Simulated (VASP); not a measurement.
Input of a VASP 6.6.1 run:

Contents of INCAR:

```
SYSTEM = BeCd
PREC     = Accurate       ! precision mode
ENCUT    = 600            ! plane-wave cutoff, eV
EDIFF    = 1E-6           ! SCF threshold, eV
ISMEAR   = 0              ! smearing method
SIGMA    = 0.1            ! smearing width, eV
LREAL    = .FALSE.        ! projectors in reciprocal space
LASPH    = .TRUE.         ! aspherical terms in the spheres
NELM     = 100            ! most SCF steps
ALGO     = Normal         ! electronic algorithm
ISIF     = 3              ! what is computed and relaxed
LWAVE    = .FALSE.        ! write WAVECAR
LCHARG   = .FALSE.        ! write CHGCAR
GGA      = PE             ! functional
IBRION   = 2              ! ionic algorithm
NSW      = 100            ! ionic steps
EDIFFG   = -0.01          ! ionic threshold
```

The input KPOINTS:

```
regular mesh
0
G
  18 18 18
  0 0 0
```

File POSCAR:

```
BeCd
1.0
    3.1842076200      0.0000000000      0.0000000000
    0.0000000000      3.1842076200      0.0000000000
    0.0000000000      0.0000000000      3.1842076200
Be Cd
1 1
Direct
    0.0000000000      0.0000000000      0.0000000000
    0.5000000000      0.5000000000      0.5000000000
```

Potentials or basis: VASP PAW PBE potentials, release 64 (Be, Cd).

Command:

```sh
$ cat potpaw_PBE.64/Be/POTCAR potpaw_PBE.64/Cd/POTCAR > POTCAR
$ mpirun -np 1 vasp_std > vasp.out
```

(1) Estimate the relaxed volume.

(2) Estimate the relaxed cell.

(3) What does it give for the space group after relaxing (to 0.1 Å)?

## Answers

(1) 15.01 Å³/atom.

(2) a = 3.108 Å, b = 3.108 Å, c = 3.108 Å, α = 90.00°, β = 90.00°, γ = 90.00°.

(3) Pm-3m (No. 221).
